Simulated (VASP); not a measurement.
## BaTe: single point with r2SCAN

Crystal: BaTe.

```
Ba Te
1.0
     4.24482    0.00000    0.00000
     0.00000    4.24482    0.00000
     0.00000    0.00000    4.24482
Ba Te
1 1
Direct
  0.00000 0.00000 0.00000
  0.50000 0.50000 0.50000
```

```
Program             : VASP 6.6.1
Task                : single point
Functional          : r2SCAN
Potentials or basis : VASP PAW PBE potentials, release 64 (Ba_sv, Te)
Cutoff              : 520 eV
k mesh              : 6 × 6 × 6
Occupations         : gaussian, width 0.01 eV
Spin                : no spin polarisation
```

```
Pressure               : 0.4 GPa
Band gap on the k mesh : 1.10 eV, indirect (least direct gap 1.38 eV)
```

Levels at points of the mesh, in eV from the valence-band top:
```csv
k point,band 6,band 7,band 8,band 9,band 10,band 11
"(0.00, 0.00, 0.00)",-0.38,-0.38,-0.38,1.10,1.10,3.21
"(0.50, 0.00, 0.00)",-3.43,-0.88,-0.88,1.94,5.31,5.40
"(0.50, 0.50, 0.00)",-2.11,-2.11,0.00,1.38,3.05,3.32
"(0.50, 0.50, 0.50)",-2.99,-2.99,-2.99,5.28,5.28,5.28
```

It took 83 s on 1 thread of AMD EPYC 7R13 Processor (Zen 3), on a shared host, peak memory 0.16 GiB.

Caveat: the PAW data sets were made with another functional, which shifts forces and pressure a little; spin-orbit coupling is left out, which moves the levels of the heavy elements. r2SCAN opens gaps a little over a GGA but as a rule still falls short of measured ones.
